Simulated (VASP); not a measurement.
# ScAl3F (Pm-3m) in VASP: notebook

Runs on ScAl3F. Level: PBE. Tasks: single point, relaxation of cell and atoms.

Program: VASP 6.6.1. These are calculated values, not measurements. Logs are shortened: lines on timing, memory, paths and dates and some standing lists are left out, and cuts for length are marked.

## Step 1: The cell of the first run

The structure is cubic, space group Pm-3m (No. 221). The conventional cell has a = 4.277 Å, b = 4.277 Å, c = 4.277 Å, α = 90.00°, β = 90.00°, γ = 90.00°. Sc (site symmetry m-3m) has 12 Al at 3.02 Å and 8 F at 3.70 Å within 4.0 Å. Al (site symmetry 4/mmm) has 2 F at 2.14 Å within 2.8 Å. Within 2.8 Å of F (site symmetry m-3m) lie 6 Al at 2.14 Å.

The cell was built from a structure type or drawn by symmetry, and may not be a known phase.

## Step 2: Single point, PBE

INCAR reads:

```
PREC = Accurate
ENCUT = 520
EDIFF = 1E-7
ISMEAR = 0
SIGMA = 0.1
LREAL = F
LASPH = T
NELM = 100
ALGO = Normal
ISIF = 2
LWAVE = F
LCHARG = F
GGA = PE
NBANDS = 22
```

KPOINTS reads:

```
regular mesh
0
Gamma
  4 4 4
```

POSCAR reads:

```
ScAl3F
1.0
    4.2765665400      0.0000000000      0.0000000000
    0.0000000000      4.2765665400      0.0000000000
    0.0000000000      0.0000000000      4.2765665400
Sc Al F
1 3 1
Direct
    0.0000000000      0.0000000000      0.0000000000
    0.5000000000      0.0000000000      0.5000000000
    0.5000000000      0.5000000000      0.0000000000
    0.0000000000      0.5000000000      0.5000000000
    0.5000000000      0.5000000000      0.5000000000
```

Potentials or basis: VASP PAW PBE potentials, release 64 (Sc_sv, Al, F).

The run is started by

```
$ cat potpaw_PBE.64/Sc_sv/POTCAR potpaw_PBE.64/Al/POTCAR potpaw_PBE.64/F/POTCAR > POTCAR
$ mpirun -np 1 vasp_std > vasp.out
```

OUTCAR:

```text
PREC = Accurate
   ENCUT = 520
   EDIFF = 1E-7
   ISMEAR = 0
   LREAL = F
   LASPH = T
   NELM = 100
   ISIF = 2
   GGA = PE

 ion  position               nearest neighbor table
   1  0.000  0.000  0.000-   2 3.02   3 3.02   4 3.02   2 3.02   4 3.02   3 3.02   4 3.02   4 3.02
                             2 3.02   3 3.02   2 3.02   3 3.02
   2  0.500  0.000  0.500-   5 2.14   5 2.14   4 3.02   1 3.02   1 3.02   3 3.02   3 3.02   4 3.02
                             3 3.02   3 3.02   1 3.02   4 3.02   1 3.02   4 3.02
   3  0.500  0.500  0.000-   5 2.14   5 2.14   4 3.02   1 3.02   2 3.02   4 3.02   2 3.02   1 3.02
                             2 3.02   2 3.02   1 3.02   4 3.02   4 3.02   1 3.02
   4  0.000  0.500  0.500-   5 2.14   5 2.14   3 3.02   1 3.02   1 3.02   3 3.02   1 3.02   2 3.02
                             1 3.02   2 3.02   3 3.02   2 3.02   3 3.02   2 3.02
   5  0.500  0.500  0.500-   2 2.14   3 2.14   4 2.14   3 2.14   2 2.14   4 2.14

  LATTYP: Found a simple cubic cell.
 ALAT       =     4.2765665400

  Lattice vectors:

 A1 = (   4.2765665400,   0.0000000000,   0.0000000000)
 A2 = (   0.0000000000,   4.2765665400,   0.0000000000)
 A3 = (   0.0000000000,   0.0000000000,   4.2765665400)

Analysis of symmetry for initial positions (statically):
=====================================================================
 Subroutine PRICEL returns:
 Original cell was already a primitive cell.

 Routine SETGRP: Setting up the symmetry group for a
 simple cubic supercell.

 Subroutine GETGRP returns: Found 48 space group operations
 (whereof 48 operations were pure point group operations)
 out of a pool of 48 trial point group operations.

The static configuration has the point symmetry O_h .

Analysis of symmetry for dynamics (positions and initial velocities):
=====================================================================
 Subroutine PRICEL returns:
 Original cell was already a primitive cell.

 Routine SETGRP: Setting up the symmetry group for a
 simple cubic supercell.

 Subroutine GETGRP returns: Found 48 space group operations
 (whereof 48 operations were pure point group operations)
 out of a pool of 48 trial point group operations.

The dynamic configuration has the point symmetry O_h .

 Subroutine INISYM returns: Found 48 space group operations
 (whereof 48 operations are pure point group operations),
 and found     1 'primitive' translations

----------------------------------------------------------------------------------------

                                     Primitive cell

  volume of cell :      78.2142

  direct lattice vectors                    reciprocal lattice vectors
     4.276566540  0.000000000  0.000000000     0.233832443  0.000000000  0.000000000
     0.000000000  4.276566540  0.000000000     0.000000000  0.233832443  0.000000000
     0.000000000  0.000000000  4.276566540     0.000000000  0.000000000  0.233832443

  length of vectors
     4.276566540  4.276566540  4.276566540     0.233832443  0.233832443  0.233832443

  position of ions in fractional coordinates (direct lattice)
     0.000000000  0.000000000  0.000000000
     0.500000000  0.000000000  0.500000000
     0.500000000  0.500000000  0.000000000
     0.000000000  0.500000000  0.500000000
     0.500000000  0.500000000  0.500000000

  ion indices of the primitive-cell ions
   primitive index   ion index
                 1           1
                 2           2
                 3           3
                 4           4
                 5           5

----------------------------------------------------------------------------------------

 KPOINTS: regular mesh

Automatic generation of k-mesh.
 Grid dimensions read from file:
 generate k-points for:    4    4    4

 Generating k-lattice:

  Cartesian coordinates                     Fractional coordinates (reciprocal lattice)
     0.058458111  0.000000000  0.000000000     0.250000000  0.000000000  0.000000000
     0.000000000  0.058458111  0.000000000     0.000000000  0.250000000  0.000000000
     0.000000000  0.000000000  0.058458111     0.000000000  0.000000000  0.250000000

  Length of vectors
     0.058458111  0.058458111  0.058458111

  Shift w.r.t. Gamma in fractional coordinates (k-lattice)
     0.000000000  0.000000000  0.000000000

 Subroutine IBZKPT returns following result:
 ===========================================

 Found     10 irreducible k-points:

 Following reciprocal coordinates:
            Coordinates               Weight
  0.000000  0.000000  0.000000      1.000000
  0.250000  0.000000  0.000000      6.000000
  0.500000  0.000000  0.000000      3.000000
  0.250000  0.250000  0.000000     12.000000
  0.500000  0.250000  0.000000     12.000000
  0.500000  0.500000  0.000000      3.000000
  0.250000  0.250000  0.250000      8.000000
  0.500000  0.250000  0.250000     12.000000
  0.500000  0.500000  0.250000      6.000000
  0.500000  0.500000  0.500000      1.000000
   k-points           NKPTS =     10   k-points in BZ     NKDIM =     10   number of bands    NBANDS=     22
   number of dos      NEDOS =    301   number of ions     NIONS =      5
   total plane-waves  NPLWV =  32768
   dimension x,y,z NGX =    32 NGY =   32 NGZ =   32
   dimension x,y,z NGXF=    64 NGYF=   64 NGZF=   64
   ions per type =               1   3   1
   NGX,Y,Z   is equivalent  to a cutoff of  12.44, 12.44, 12.44 a.u.
   NGXF,Y,Z  is equivalent  to a cutoff of  24.88, 24.88, 24.88 a.u.
 SYSTEM =  unknown system
   PREC   = accura    normal or accurate (medium, high low for compatibility)
   ISTART =      0    job   : 0-new  1-cont  2-samecut
   ICHARG =      2    charge: 1-file 2-atom 10-const
   ISPIN  =      1    spin polarized calculation?
   LNONCOLLINEAR =      F non collinear calculations
   LSORBIT =      F    spin-orbit coupling
   LASPH  =      T    aspherical Exc in radial PAW
   ENCUT  =  520.0 eV  38.22 Ry    6.18 a.u.   7.95  7.95  7.95*2*pi/ulx,y,z
   NELM   =    100;   NELMIN=  2; NELMDL= -5     # of ELM steps
   EDIFF  = 0.1E-06   stopping-criterion for ELM
   LREAL  =      F    real-space projection
   EDIFFG = 0.1E-05   stopping-criterion for IOM
   NSW    =      0    number of steps for IOM
   IBRION =     -1    ionic relax: 0-MD 1-quasi-New 2-CG
   NFREE  =      0    steps in history (QN), initial steepest desc. (CG)
   ISIF   =      2    stress and relaxation
   ISYM   =      2    0-nonsym 1-usesym 2-fastsym
   POTIM  = 0.5000    time-step for ionic-motion
   TEBEG  =    0.0;   TEEND  =   0.0 temperature during run
   PSTRESS=    0.0 pullay stress
   NELECT =      27.0000    total number of electrons
   NUPDOWN=      -1.0000    fix difference up-down
   EMIN   =  10.00;   EMAX   =-10.00  energy-range for DOS
   EFERMI =   0.00;   METHOD = LEGACY
   ISMEAR =     0;   SIGMA  =   0.10  broadening in eV -4-tet -1-fermi 0-gaus
   EFERMI_NEDOS =   21; number of points for ismear=-14 and -15
   IALGO  =     38    algorithm
   IMIX   =      4    mixing-type and parameters
     AMIX     =   0.40;   BMIX     =  1.00
     AMIX_MAG =   1.60;   BMIX_MAG =  1.00
  volume/ion in A,a.u.               =      15.64       105.56
  Fermi-wavevector in a.u.,A,eV,Ry     =   1.148420  2.170200 17.944304  1.318869
  Thomas-Fermi vector in A             =   2.285095
   LORBIT       =      0    0 simple, 1 ext, 2 COOP (PROOUT), +10 PAW based schemes
   GGA     = PE    functional components
   LHFCALC =     F    Hartree Fock is set to
   AEXX    =    0.0000 exact exchange contribution
   IVDW    =     0    specifies the selected vdW correction
   LEPSILON=     F    determine dielectric tensor
   LRPA    =     F    only Hartree local field effects (RPA)
 non-spin polarized calculation
 Gauss-broadening in eV      SIGMA  =   0.10
  energy-cutoff  :      520.00
  volume of cell :       78.21
 maximum number of plane-waves:      2176
 NGX is ok and might be reduce to    32
   NGX = 15   NGY = 15   NGZ = 15

 number of electron      26.9999991 magnetization

 Free energy of the ion-electron system (eV)
  ---------------------------------------------------
  ext. energy  EPLUGINS =         0.00000000
  ---------------------------------------------------
  free energy    TOTEN  =       -21.79795884 eV

  energy without entropy =      -21.77309989  energy(sigma->0) =      -21.78552936

 E-fermi :   6.8592     XC(G=0): -10.3883

 val. band max:        6.8548275495   @ k =   0.2500   0.0000   0.0000
 cond. band min:       6.9984340467   @ k =   0.0000   0.0000   0.0000
 fundamental gap:      0.1436064972
 Fermi energy:         6.8591543914

 k-point     1 :       0.0000    0.0000    0.0000
  band No.  band energies     occupation
      1     -41.9986      2.00000
      2     -20.6659      2.00000
      3     -20.6659      2.00000
      4     -20.6659      2.00000
      5     -20.5873      2.00000
      6      -2.7628      2.00000
[... 14 lines left out ...]
     21      11.4603      0.00000
     22      11.4603      0.00000

 k-point     2 :       0.2500    0.0000    0.0000
  band No.  band energies     occupation
      1     -41.9983      2.00000
      2     -20.6900      2.00000
      3     -20.6652      2.00000
      4     -20.6652      2.00000
      5     -20.5626      2.00000
      6      -3.2118      2.00000
[... 14 lines left out ...]
     21      11.9928      0.00000
     22      12.7700      0.00000

 k-point     3 :       0.5000    0.0000    0.0000
  band No.  band energies     occupation
      1     -41.9980      2.00000
      2     -20.7081      2.00000
      3     -20.6644      2.00000
      4     -20.6644      2.00000
      5     -20.5441      2.00000
      6      -3.5148      2.00000
[... 14 lines left out ...]
     21      12.3884      0.00000
     22      12.3884      0.00000
[... 126 lines left out ...]
 k-point     9 :       0.5000    0.5000    0.2500
  band No.  band energies     occupation
      1     -41.9972      2.00000
      2     -20.6799      2.00000
      3     -20.6799      2.00000
      4     -20.6709      2.00000
      5     -20.5447      2.00000
      6      -3.2585      2.00000
[... 14 lines left out ...]
     21      11.1504      0.00000
     22      13.6621      0.00000

 k-point    10 :       0.5000    0.5000    0.5000
  band No.  band energies     occupation
      1     -41.9969      2.00000
      2     -20.6788      2.00000
      3     -20.6788      2.00000
      4     -20.6788      2.00000
      5     -20.5368      2.00000
      6      -3.2129      2.00000
[... 14 lines left out ...]
     21      11.2815      0.00000
     22      15.2942      0.00000

------------------------ aborting loop because EDIFF is reached ----------------------------------------

  FORCE on cell =-STRESS in cart. coord.  units (eV):
  Direction    XX          YY          ZZ          XY          YZ          ZX
  --------------------------------------------------------------------------------------
  -------------------------------------------------------------------------------------
  Total        3.4427849      3.4427849      3.4427849     -0.0000000     -0.0000000     -0.0000000
  in kB       70.5236479     70.5236479     70.5236479     -0.0000000     -0.0000000     -0.0000000
  external PRESSURE =      70.5236479 kB  Pullay stress =       0.0000000 kB

 VOLUME and BASIS-vectors are now :
 -----------------------------------------------------------------------------
  energy-cutoff  :      520.00
  volume of cell :       78.21
      direct lattice vectors                 reciprocal lattice vectors
     4.276566540  0.000000000  0.000000000     0.233832443  0.000000000  0.000000000
     0.000000000  4.276566540  0.000000000     0.000000000  0.233832443  0.000000000
     0.000000000  0.000000000  4.276566540     0.000000000  0.000000000  0.233832443

 POSITION                                       TOTAL-FORCE (eV/Angst)
 -----------------------------------------------------------------------------------
      0.00000      0.00000      0.00000         0.000000      0.000000      0.000000
      2.13828      0.00000      2.13828         0.000000      0.000000      0.000000
      2.13828      2.13828      0.00000         0.000000      0.000000      0.000000
      0.00000      2.13828      2.13828         0.000000      0.000000      0.000000
      2.13828      2.13828      2.13828         0.000000      0.000000      0.000000
 -----------------------------------------------------------------------------------
    total drift:                                0.000000      0.000000     -0.000000

  FREE ENERGIE OF THE ION-ELECTRON SYSTEM (eV)
  ---------------------------------------------------
  free  energy   TOTEN  =       -21.7979588371 eV

  energy  without entropy=      -21.7730998925  energy(sigma->0) =      -21.78552936
```

It took 15 s on 1 thread of Intel Xeon Platinum 8488C (Sapphire Rapids), shared host; peak memory 0.18 GiB.

What came out:

```
Free energy            : -21.7980 eV
Pressure               : 7.1 GPa
Band gap on the k mesh : zero (an odd number of electrons rules out a gap without spin polarisation)
```

Caveat: the k points lie up to 0.37 Å⁻¹ apart, too coarse for converged energies and pressures of a metal; an odd number of electrons without spin polarisation forces a metal; a magnetic or distorted state may lie lower.

## Step 3: Single point, PBE

This run uses another cell than the first one, of 17.12 Å³/atom.

INCAR reads:

```
ALGO = Normal ; EDIFF = 1E-6
ENCUT = 520 ; GGA = PE
ISIF = 2 ; ISMEAR = 0
LASPH = True ; LCHARG = True
LELF = True ; LREAL = False
LVHAR = True ; LWAVE = False
NBANDS = 22 ; NELM = 60
PREC = Accurate ; SIGMA = 0.1
```

KPOINTS reads:

```
k-points
0
Gamma
  4 4 4
```

POSCAR: that of step 2 with these lines changed.

```diff
@@ -2,5 +2,5 @@
 1.0
-    4.2765665400      0.0000000000      0.0000000000
-    0.0000000000      4.2765665400      0.0000000000
-    0.0000000000      0.0000000000      4.2765665400
+    4.4073790860      0.0000000000      0.0000000000
+    0.0000000000      4.4073790860      0.0000000000
+    0.0000000000      0.0000000000      4.4073790860
 Sc Al F
```

Potentials or basis: VASP PAW PBE potentials, release 64 (Sc_sv, Al, F).

The run is started by

```
$ cat potpaw_PBE.64/Sc_sv/POTCAR potpaw_PBE.64/Al/POTCAR potpaw_PBE.64/F/POTCAR > POTCAR
$ mpirun -np 1 vasp_std > vasp.out
```

It took 17 s on 1 thread of Intel Xeon Platinum 8488C (Sapphire Rapids), shared host; peak memory 0.2 GiB.

It converged, with:

```yaml
Free_energy: -21.9515 eV
Pressure: 0.0 GPa
Band_gap_on_the_k_mesh: zero (an odd number of electrons rules out a gap without spin polarisation)
```

Levels at points of the mesh, in eV from the Fermi level:
```tsv
k point	band 12	band 13	band 14	band 15	band 16	band 17
(0.00, 0.00, 0.00)	0.09	0.09	0.09	1.44	1.44	1.44
(0.50, 0.00, 0.00)	-0.54	-0.10	-0.10	0.67	0.67	1.71
(0.50, 0.50, 0.00)	-3.26	-0.30	-0.30	2.01	2.36	3.13
(0.50, 0.50, 0.50)	-2.42	-2.42	-2.42	0.06	0.71	2.48
```

Caveat: an odd number of electrons without spin polarisation forces a metal; a magnetic or distorted state may lie lower.

## Step 4: Relaxation of cell and atoms, PBE

INCAR reads:

```
ALGO = Normal
EDIFF = 1E-7
EDIFFG = -0.04
ENCUT = 600
GGA = PE
IBRION = 2
ISIF = 3
ISMEAR = 0
LASPH = True
LCHARG = False
LREAL = False
LWAVE = False
NELM = 100
NSW = 90
PREC = Accurate
SIGMA = 0.1
```

KPOINTS is that of step 3.

POSCAR: that of step 3 with these lines changed.

```diff
@@ -2,5 +2,5 @@
 1.0
-    4.4073790860      0.0000000000      0.0000000000
-    0.0000000000      4.4073790860      0.0000000000
-    0.0000000000      0.0000000000      4.4073790860
+    4.2765665400      0.0000000000      0.0000000000
+    0.0000000000      4.2765665400      0.0000000000
+    0.0000000000      0.0000000000      4.2765665400
 Sc Al F
```

The run is started by

```
$ cat potpaw_PBE.64/Sc_sv/POTCAR potpaw_PBE.64/Al/POTCAR potpaw_PBE.64/F/POTCAR > POTCAR
$ mpirun -np 1 vasp_std > vasp.out
```

Wall time 38 s (1 thread of Intel Xeon Platinum 8488C (Sapphire Rapids), shared host); peak memory 0.21 GiB.

The run converged. Its results:

| Property | Result |
| --- | --- |
| Free energy | -21.9494 eV |
| Relaxed volume | 17.12 Å³/atom |
| Relaxed cell | a = 4.407 Å, b = 4.407 Å, c = 4.407 Å, α = 90.00°, β = 90.00°, γ = 90.00° |
| Space group after relaxing (to 0.1 Å) | Pm-3m (No. 221) |
| Energy gained by relaxing | 29.7 meV/atom |
| Ionic steps | 3 |
| Pressure after relaxing | 0.0 GPa |
| Band gap on the k mesh | zero (an odd number of electrons rules out a gap without spin polarisation) |

Step by step:
| step | energy change (eV) | largest force (eV/Å) | pressure (GPa) | volume (Å³) |
| --- | --- | --- | --- | --- |
| 1 | 0.0000 | 0.0000 | 7.04 | 78.21 |
| 2 | -0.1474 | 0.0000 | -0.45 | 86.26 |
| 3 | -0.1483 | 0.0000 | 0.02 | 85.59 |

Final structure:
```xyz
5
Lattice="4.4070 0.0000 0.0000 0.0000 4.4070 0.0000 0.0000 0.0000 4.4070" Properties=species:S:1:pos:R:3 pbc="T T T"
Sc    0.0000    0.0000    0.0000
Al    2.2035    0.0000    2.2035
Al    2.2035    2.2035    0.0000
Al    0.0000    2.2035    2.2035
F     2.2035    2.2035    2.2035
```

Levels at points of the mesh, in eV from the Fermi level:
| k point | band 11 | band 12 | band 13 | band 14 | band 15 | band 16 | band 17 |
| --- | --- | --- | --- | --- | --- | --- | --- |
| (0.00, 0.00, 0.00) | -2.44 | 0.09 | 0.09 | 0.09 | 1.44 | 1.44 | 1.44 |
| (0.50, 0.00, 0.00) | -0.82 | -0.54 | -0.10 | -0.10 | 0.67 | 0.67 | 1.71 |
| (0.50, 0.50, 0.00) | -3.26 | -3.26 | -0.30 | -0.30 | 2.01 | 2.37 | 3.13 |
| (0.50, 0.50, 0.50) | -2.64 | -2.42 | -2.42 | -2.42 | 0.06 | 0.71 | 2.48 |

Caveat: the k points lie up to 0.36 Å⁻¹ apart in the final cell, too coarse for converged energies and pressures of a metal; an odd number of electrons without spin polarisation forces a metal; a magnetic or distorted state may lie lower.

(Part 1 of 2 ends here.)
